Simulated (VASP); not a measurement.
# Al (P6_3/mmc) in VASP: further runs

Al is run at these levels: PBE; tasks: single point.

Everything below comes from runs of VASP 6.6.1. Logs are shortened: lines on timing, memory, paths and dates and some standing lists are left out, and cuts for length are marked.

## (1) The cell of the first run

It takes space group P6_3/mmc (No. 194, hexagonal). Conventional cell: a = 2.111 Å, b = 2.111 Å, c = 6.864 Å, α = 90.00°, β = 90.00°, γ = 120.00°. Within 2.8 Å of Al (site symmetry -3m) lie 12 Al at 2.10 to 2.11 Å. Al (site symmetry -6m2) has 12 Al at 2.10 to 2.11 Å within 2.8 Å.

## (2) Single point, PBE (volume scaled by 0.4)

The input, INCAR:

```
ALGO = Normal
EDIFF = 1E-6
ENCUT = 520
GGA = PE
ISIF = 2
ISMEAR = -1
LASPH = True
LCHARG = False
LREAL = False
LWAVE = False
NBANDS = 14
NELM = 80
PREC = Accurate
SIGMA = 0.08
```

The input, KPOINTS:

```
k-points
0
Gamma
  14 14 4
```

The input, POSCAR:

```
Al
1.0
    2.1105868071      0.0000000000      0.0000000000
   -1.0552934035      1.8278217919      0.0000000000
    0.0000000000      0.0000000000      6.8639114519
Al
4
Direct
    0.0000000000      0.0000000000      0.0000000000
    0.0000000000      0.0000000000      0.5000000000
    0.3333333333      0.6666666667      0.2500000000
    0.6666666667      0.3333333333      0.7500000000
```

Potentials or basis: VASP PAW PBE potentials, release 64 (Al).

Launch:

```sh
cat potpaw_PBE.64/Al/POTCAR > POTCAR
mpirun -np 1 vasp_std > vasp.out
```

OUTCAR:

```text
EDIFF = 1E-6
   ENCUT = 520
   GGA = PE
   ISIF = 2
   ISMEAR = -1
   LASPH = True
   LREAL = False
   NELM = 80
   PREC = Accurate

 ion  position               nearest neighbor table
   1  0.000  0.000  0.000-   3 2.10   4 2.10   4 2.10   3 2.10   4 2.10   3 2.10   3 2.98   4 2.98
                             3 2.98   4 2.98   3 2.98   4 2.98
   2  0.000  0.000  0.500-   3 2.10   4 2.10   4 2.10   3 2.10   4 2.10   3 2.10   3 2.98   4 2.98
                             3 2.98   4 2.98   3 2.98   4 2.98
   3  0.333  0.667  0.250-   1 2.10   2 2.10   1 2.10   2 2.10   1 2.10   2 2.10   1 2.98   2 2.98
                             1 2.98   2 2.98   1 2.98   2 2.98
   4  0.667  0.333  0.750-   1 2.10   2 2.10   1 2.10   2 2.10   1 2.10   2 2.10   1 2.98   2 2.98
                             1 2.98   2 2.98   1 2.98   2 2.98

  LATTYP: Found a hexagonal cell.
 ALAT       =     2.1105868071
 C/A-ratio  =     3.2521341595

  Lattice vectors:

 A1 = (   2.1105868071,   0.0000000000,   0.0000000000)
 A2 = (  -1.0552934035,   1.8278217919,   0.0000000000)
 A3 = (   0.0000000000,   0.0000000000,   6.8639114519)

Analysis of symmetry for initial positions (statically):
=====================================================================
 Subroutine PRICEL returns:
 Original cell was already a primitive cell.

 Routine SETGRP: Setting up the symmetry group for a
 hexagonal supercell.

 Subroutine GETGRP returns: Found 24 space group operations
 (whereof 12 operations were pure point group operations)
 out of a pool of 24 trial point group operations.

The static configuration has the point symmetry D_3d.
 The point group associated with its full space group is D_6h.

Analysis of symmetry for dynamics (positions and initial velocities):
=====================================================================
 Subroutine PRICEL returns:
 Original cell was already a primitive cell.

 Routine SETGRP: Setting up the symmetry group for a
 hexagonal supercell.

 Subroutine GETGRP returns: Found 24 space group operations
 (whereof 12 operations were pure point group operations)
 out of a pool of 24 trial point group operations.

The dynamic configuration has the point symmetry D_3d.
 The point group associated with its full space group is D_6h.

 Subroutine INISYM returns: Found 24 space group operations
 (whereof 12 operations are pure point group operations),
 and found     1 'primitive' translations

----------------------------------------------------------------------------------------

                                     Primitive cell

[... 103 lines left out ...]
   TEBEG  =    0.0;   TEEND  =   0.0 temperature during run
   PSTRESS=    0.0 pullay stress
   NELECT =      12.0000    total number of electrons
   NUPDOWN=      -1.0000    fix difference up-down
   EMIN   =  10.00;   EMAX   =-10.00  energy-range for DOS
   EFERMI =   0.00;   METHOD = LEGACY
   ISMEAR =    -1;   SIGMA  =   0.08  broadening in eV -4-tet -1-fermi 0-gaus
   EFERMI_NEDOS =   21; number of points for ismear=-14 and -15
   IALGO  =     38    algorithm
   IMIX   =      4    mixing-type and parameters
     AMIX     =   0.40;   BMIX     =  1.00
     AMIX_MAG =   1.60;   BMIX_MAG =  1.00
  volume/ion in A,a.u.               =       6.62        44.67
  Fermi-wavevector in a.u.,A,eV,Ry     =   1.257474  2.376281 21.514086  1.581241
  Thomas-Fermi vector in A             =   2.391131
   LORBIT       =      0    0 simple, 1 ext, 2 COOP (PROOUT), +10 PAW based schemes
   GGA     = PE    functional components
   LHFCALC =     F    Hartree Fock is set to
   AEXX    =    0.0000 exact exchange contribution
   IVDW    =     0    specifies the selected vdW correction
   LEPSILON=     F    determine dielectric tensor
   LRPA    =     F    only Hartree local field effects (RPA)
 non-spin polarized calculation
  energy-cutoff  :      520.00
  volume of cell :       26.48
 maximum number of plane-waves:       726
 NGX is ok and might be reduce to    16
   NGX =  7   NGY =  7   NGZ = 25

 number of electron      12.0000000 magnetization

 Free energy of the ion-electron system (eV)
  ---------------------------------------------------
  ext. energy  EPLUGINS =         0.00000000
  ---------------------------------------------------
  free energy    TOTEN  =        11.80971583 eV

  energy without entropy =       11.82509503  energy(sigma->0) =       11.81740543

 E-fermi :  21.3872     XC(G=0): -14.0842

 val. band max:       21.3065214556   @ k =   0.3571   0.2143   0.2500
 cond. band min:      21.4737086812   @ k =   0.2143   0.2143   0.0000
 fundamental gap:      0.1671872256
 Fermi energy:        21.3872294576

 k-point     1 :       0.0000    0.0000    0.0000
  band No.  band energies     occupation
      1       3.0470      2.00000
      2       6.0751      2.00000
      3       6.1032      2.00000
      4      13.3790      2.00000
      5      15.7751      2.00000
      6      27.2862      0.00000
      7      27.3684      0.00000
      8      38.2714      0.00000
      9      38.2714      0.00000
     10      39.3848      0.00000
     11      39.3848      0.00000
     12      39.6456      0.00000
     13      39.6456      0.00000
     14      40.2261      0.00000
[... 377 lines left out ...]
      1      14.7614      2.00000
      2      15.2432      2.00000
      3      16.7857      2.00000
      4      17.2373      2.00000
      5      17.2376      2.00000
      6      18.0365      2.00000
      7      19.4758      2.00000
      8      20.8637      1.99713
      9      23.1613      0.00000
     10      23.9020      0.00000
     11      24.4781      0.00000
     12      26.8845      0.00000
     13      30.6709      0.00000
     14      31.3324      0.00000

 [... further k-points ...]
[... 5 lines left out ...]
  --------------------------------------------------------------------------------------
  -------------------------------------------------------------------------------------
  Total       76.8137169     76.8137169     76.8184623      0.0000000      0.0000000     -0.0000000
  in kB     4647.7271098   4647.7271101   4648.0142395      0.0000001      0.0000000     -0.0000000
  external PRESSURE =    4647.8228198 kB  Pullay stress =       0.0000000 kB

 VOLUME and BASIS-vectors are now :
 -----------------------------------------------------------------------------
  energy-cutoff  :      520.00
  volume of cell :       26.48
      direct lattice vectors                 reciprocal lattice vectors
     2.110586807  0.000000000  0.000000000     0.473801881  0.273549644  0.000000000
    -1.055293403  1.827821792  0.000000000     0.000000000  0.547099287  0.000000000
     0.000000000  0.000000000  6.863911452     0.000000000  0.000000000  0.145689525

 POSITION                                       TOTAL-FORCE (eV/Angst)
 -----------------------------------------------------------------------------------
      0.00000      0.00000      0.00000         0.000000      0.000000     -0.000000
      0.00000      0.00000      3.43196         0.000000      0.000000     -0.000000
     -0.00000      1.21855      1.71598        -0.000000     -0.000000     -0.000000
      1.05529      0.60927      5.14793         0.000000      0.000000      0.000000
 -----------------------------------------------------------------------------------
    total drift:                               -0.000000     -0.000000     -0.000000

  FREE ENERGIE OF THE ION-ELECTRON SYSTEM (eV)
  ---------------------------------------------------
  free  energy   TOTEN  =        11.8097158344 eV

  energy  without entropy=       11.8250950291  energy(sigma->0) =       11.81740543
```

OSZICAR:

```text
N       E                     dE             d eps       ncg     rms          rms(c)
DAV:   1     0.459903160439E+02    0.45990E+02   -0.51610E+03  2040   0.733E+02
DAV:   2     0.115792999022E+02   -0.34411E+02   -0.32062E+02  2688   0.133E+02
DAV:   3     0.106432469671E+02   -0.93605E+00   -0.93127E+00  2566   0.183E+01
DAV:   4     0.106391450039E+02   -0.41020E-02   -0.41018E-02  2458   0.144E+00
DAV:   5     0.106391121225E+02   -0.32881E-04   -0.32884E-04  2504   0.127E-01    0.111E+01
DAV:   6     0.113848872560E+02    0.74578E+00   -0.29951E-02  2262   0.144E+00    0.604E+00
DAV:   7     0.118037147025E+02    0.41883E+00   -0.69887E-02  2082   0.213E+00    0.124E+00
DAV:   8     0.118016509471E+02   -0.20638E-02   -0.57441E-04  2614   0.183E-01    0.487E-01
DAV:   9     0.118096924343E+02    0.80415E-02   -0.15710E-03  2106   0.294E-01    0.175E-01
DAV:  10     0.118097148975E+02    0.22463E-04   -0.12854E-05  2734   0.286E-02    0.286E-02
DAV:  11     0.118097158344E+02    0.93690E-06   -0.14243E-07  1478   0.272E-03
   1 F= 0.11809716E+02 E0= 0.11817405E+02  d E =-.153792E-01
```

stdout:

```text
POSCAR found type information on POSCAR Al
 POSCAR found :  1 types and       4 ions
 scaLAPACK will be used
 LDA part: xc-table for (Slater+PW92), standard interpolation
 POSCAR, INCAR and KPOINTS ok, starting setup
 FFT: planning ... GRIDC
 FFT: planning ... GRID_SOFT
 FFT: planning ... GRID
 WAVECAR not read
 entering main loop
```

Run time: 9.3 s. Hardware: 1 thread of Intel Xeon 6975P-C (Granite Rapids), shared host; peak memory 0.14 GiB.

What came out:

```yaml
Free_energy: 11.8097 eV
Pressure: 464.8 GPa
Band_gap_on_the_k_mesh: zero (band 6 reaches 27.47 eV, above the bottom of band 7 at 19.41 eV)
```

## (3) Single point, PBE (volume scaled by 0.55)

The input, INCAR:

```
PREC     = Accurate       # precision mode
ENCUT    = 520            # plane-wave cutoff, eV
EDIFF    = 1E-6           # SCF threshold, eV
ISMEAR   = -1             # smearing method
SIGMA    = 0.08           # smearing width, eV
LREAL    = False          # projectors in reciprocal space
LASPH    = True           # aspherical terms in the spheres
NELM     = 80             # most SCF steps
ALGO     = Normal         # electronic algorithm
ISIF     = 2              # what is computed and relaxed
LWAVE    = False          # write WAVECAR
LCHARG   = False          # write CHGCAR
GGA      = PE             # functional
NBANDS   = 14             # bands
```

The input, KPOINTS:

```
Automatic mesh
0
Gamma
  14 14 4
```

The input, POSCAR:

```
Al
1.0
    2.3432214852      0.0000000000      0.0000000000
   -1.1716107426      2.0292893328      0.0000000000
    0.0000000000      0.0000000000      7.6569203089
Al
4
Direct
    0.0000000000      0.0000000000      0.0000000000
    0.0000000000      0.0000000000      0.5000000000
    0.3333333333      0.6666666667      0.2500000000
    0.6666666667      0.3333333333      0.7500000000
```

Potentials or basis: VASP PAW PBE potentials, release 64 (Al).

Launch:

```sh
cat potpaw_PBE.64/Al/POTCAR > POTCAR
mpirun -np 1 vasp_std > vasp.out
```

OUTCAR:

```text
PREC = Accurate
   ENCUT = 520
   EDIFF = 1E-6
   ISMEAR = -1
   LREAL = False
   LASPH = True
   NELM = 80
   ISIF = 2
   GGA = PE

 ion  position               nearest neighbor table
   1  0.000  0.000  0.000-   3 2.34   4 2.34   3 2.34   4 2.34   4 2.34   3 2.34   4 3.31   3 3.31
                             3 3.31   4 3.31   3 3.31   4 3.31
   2  0.000  0.000  0.500-   3 2.34   4 2.34   3 2.34   4 2.34   4 2.34   3 2.34   4 3.31   3 3.31
                             3 3.31   4 3.31   3 3.31   4 3.31
   3  0.333  0.667  0.250-   1 2.34   2 2.34   1 2.34   2 2.34   1 2.34   2 2.34   1 3.31   2 3.31
                             1 3.31   2 3.31   1 3.31   2 3.31
   4  0.667  0.333  0.750-   1 2.34   2 2.34   1 2.34   2 2.34   1 2.34   2 2.34   1 3.31   2 3.31
                             1 3.31   2 3.31   1 3.31   2 3.31

  LATTYP: Found a hexagonal cell.
 ALAT       =     2.3432214852
 C/A-ratio  =     3.2676895280

  Lattice vectors:

 A1 = (   2.3432214852,   0.0000000000,   0.0000000000)
 A2 = (  -1.1716107426,   2.0292893328,   0.0000000000)
 A3 = (   0.0000000000,   0.0000000000,   7.6569203089)

Analysis of symmetry for initial positions (statically):
=====================================================================
 Subroutine PRICEL returns:
 Original cell was already a primitive cell.

 Routine SETGRP: Setting up the symmetry group for a
 hexagonal supercell.

 Subroutine GETGRP returns: Found 24 space group operations
 (whereof 12 operations were pure point group operations)
 out of a pool of 24 trial point group operations.

The static configuration has the point symmetry D_3d.
 The point group associated with its full space group is D_6h.

Analysis of symmetry for dynamics (positions and initial velocities):
=====================================================================
 Subroutine PRICEL returns:
 Original cell was already a primitive cell.

 Routine SETGRP: Setting up the symmetry group for a
 hexagonal supercell.

 Subroutine GETGRP returns: Found 24 space group operations
[... 135 lines left out ...]
   AEXX    =    0.0000 exact exchange contribution
   IVDW    =     0    specifies the selected vdW correction
   LEPSILON=     F    determine dielectric tensor
   LRPA    =     F    only Hartree local field effects (RPA)
 non-spin polarized calculation
  energy-cutoff  :      520.00
  volume of cell :       36.41
 maximum number of plane-waves:      1019
 NGX is ok and might be reduce to    18
   NGX =  9   NGY =  9   NGZ = 29

 number of electron      12.0000000 magnetization

 Free energy of the ion-electron system (eV)
  ---------------------------------------------------
  ext. energy  EPLUGINS =         0.00000000
  ---------------------------------------------------
  free energy    TOTEN  =        -5.84455988 eV

  energy without entropy =       -5.82512868  energy(sigma->0) =       -5.83484428

 E-fermi :  15.6414     XC(G=0): -12.5798

 val. band max:       15.6406392385   @ k =   0.1429   0.0714   0.5000
 cond. band min:      15.6845825955   @ k =   0.3571   0.2143   0.2500
 fundamental gap:      0.0439433570
 Fermi energy:        15.6414345081

 k-point     1 :       0.0000    0.0000    0.0000
  band No.  band energies     occupation
      1      -0.0113      2.00000
      2       2.4482      2.00000
      3       2.4714      2.00000
      4       8.6960      2.00000
      5      10.4548      2.00000
      6      20.5387      0.00000
      7      20.5804      0.00000
      8      30.4231      0.00000
      9      30.4231      0.00000
     10      31.2063      0.00000
     11      31.2063      0.00000
     12      31.3727      0.00000
     13      31.3727      0.00000
     14      31.8401      0.00000
[... 377 lines left out ...]
      1      10.0898      2.00000
      2      10.3731      2.00000
      3      11.7501      2.00000
      4      11.8817      2.00000
      5      12.1863      2.00000
      6      12.8414      2.00000
      7      13.7392      2.00000
      8      15.0898      1.99798
      9      16.5492      0.00002
     10      18.3357      0.00000
     11      18.3624      0.00000
     12      20.6092      0.00000
     13      22.1934      0.00000
     14      22.8898      0.00000

 [... further k-points ...]
[... 5 lines left out ...]
  --------------------------------------------------------------------------------------
  -------------------------------------------------------------------------------------
  Total       37.0534280     37.0534280     37.0284055      0.0000000     -0.0000000     -0.0000000
  in kB     1630.5252759   1630.5252757   1629.4241650      0.0000000     -0.0000000     -0.0000000
  external PRESSURE =    1630.1582389 kB  Pullay stress =       0.0000000 kB

 VOLUME and BASIS-vectors are now :
 -----------------------------------------------------------------------------
  energy-cutoff  :      520.00
  volume of cell :       36.41
      direct lattice vectors                 reciprocal lattice vectors
     2.343221485  0.000000000  0.000000000     0.426762902  0.246391676  0.000000000
    -1.171610743  2.029289333  0.000000000     0.000000000  0.492783352  0.000000000
     0.000000000  0.000000000  7.656920309     0.000000000  0.000000000  0.130600811

 POSITION                                       TOTAL-FORCE (eV/Angst)
 -----------------------------------------------------------------------------------
      0.00000      0.00000      0.00000        -0.000000      0.000000      0.000000
      0.00000      0.00000      3.82846        -0.000000      0.000000      0.000000
     -0.00000      1.35286      1.91423        -0.000000      0.000000      0.000000
      1.17161      0.67643      5.74269         0.000000     -0.000000     -0.000000
 -----------------------------------------------------------------------------------
    total drift:                               -0.000000      0.000000     -0.000000

  FREE ENERGIE OF THE ION-ELECTRON SYSTEM (eV)
  ---------------------------------------------------
  free  energy   TOTEN  =        -5.8445598833 eV

  energy  without entropy=       -5.8251286777  energy(sigma->0) =       -5.83484428
```

It took 18 s on 1 thread of Intel Xeon 6975P-C (Granite Rapids), shared host; peak memory 0.16 GiB.

Results:

- Free energy: -5.8446 eV
- Pressure: 163.0 GPa
- Band gap on the k mesh: zero (band 6 reaches 20.82 eV, above the bottom of band 7 at 13.74 eV)

Levels at points of the mesh, in eV from the Fermi level:
```
           k point  band 3  band 4  band 5  band 6  band 7  band 8  band 9  band 10
(0.00, 0.00, 0.00)  -13.17   -6.95   -5.19    4.90    4.94   14.78   14.78    15.56
(0.50, 0.00, 0.00)   -5.73   -5.39   -4.19   -3.89    0.66    0.85    2.68     2.86
(0.00, 0.00, 0.50)  -10.21  -10.21   -0.95   -0.95   11.48   11.48   15.03    15.03
(0.50, 0.00, 0.50)   -6.33   -6.33   -2.28   -2.28   -1.65   -1.65    5.35     5.35
```

[end of part 1 of 2]
